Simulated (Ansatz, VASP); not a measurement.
# One calculation of W, two programs

Contents of POSCAR:

```
W
1.0
    0.0000000000      2.0300000000      2.0909000000
    2.0300000000      0.0000000000      2.0909000000
    2.0300000000      2.0300000000      0.0000000000
W
1
Direct
    0.0000000000      0.0000000000      0.0000000000
```

INCAR.step1

```
SYSTEM = W
PREC = Accurate ; ENCUT = 520
ISMEAR = 0 ; SIGMA = 0.15
LREAL = .FALSE. ; LASPH = .TRUE.
NELM = 80 ; NBANDS = 13
GGA = PE ; ALGO = Normal
EDIFF = 1E-4 ; LWAVE = .TRUE.
LCHARG = .FALSE.
```

File INCAR.step2:

```
SYSTEM = W
PREC = Accurate ; ENCUT = 520
EDIFF = 1E-6 ; ISMEAR = 0
SIGMA = 0.15 ; LREAL = .FALSE.
LASPH = .TRUE. ; NELM = 80
ALGO = Normal ; ISIF = 2
LWAVE = .FALSE. ; LCHARG = .TRUE.
METAGGA = R2SCAN ; LMIXTAU = .TRUE.
LELF = .TRUE. ; LVHAR = .TRUE.
NBANDS = 13 ; ISTART = 1
```

File KPOINTS:

```
Automatic mesh
0
G
  20 20 20
  0 0 0
```

Input for Ansatz:

```yaml
crystal:
  lattice:
    - [0.0, 2.03, 2.0909]
    - [2.03, 0.0, 2.0909]
    - [2.03, 2.03, 0.0]
  atoms:
    - { symbol: W, position: [0.0, 0.0, 0.0] }
basis:
  ecutwfc: 500
kpoints:
  mp_grid: { grid: [20, 20, 20] }
hamiltonian:
  xc: r2scan
scf:
  occupations: { method: gaussian, width: 0.15 }
output:
  forces: true
  stress: true
  eigenvalues: true
```

Change from the starting cell: strain +0.0300 x Voigt [0, 0, 1, 0, 0, 0], atoms carried along.

Alike in both runs: task single point; functional r2SCAN; k mesh 20 × 20 × 20; occupations gaussian, width 0.15 eV; no spin polarisation.

```csv
,VASP,Ansatz
version,VASP 6.6.1,Ansatz 0.2.0
potentials or method,"VASP PAW PBE potentials, release 64 (W_sv), cutoff 520 eV","scalar-relativistic, plane waves, PAW"
valence electrons in the cell,14,14
```

```csv
,VASP,Ansatz,Ansatz less VASP
gap on the k mesh at the Fermi level (eV),none,none,-
pressure (GPa),-15.4,-16.2,-0.83
"traceless stress, the component that is largest in VASP (GPa)",6.73,6.71,-0.020
```

VASP's potentials were made for PBE, not for r2SCAN. A gap of «none» marks a metal or a gap that the smearing closes. The functional is the same, so the differences come from potentials, cutoffs and numerics.

Neither program's run includes spin-orbit coupling.
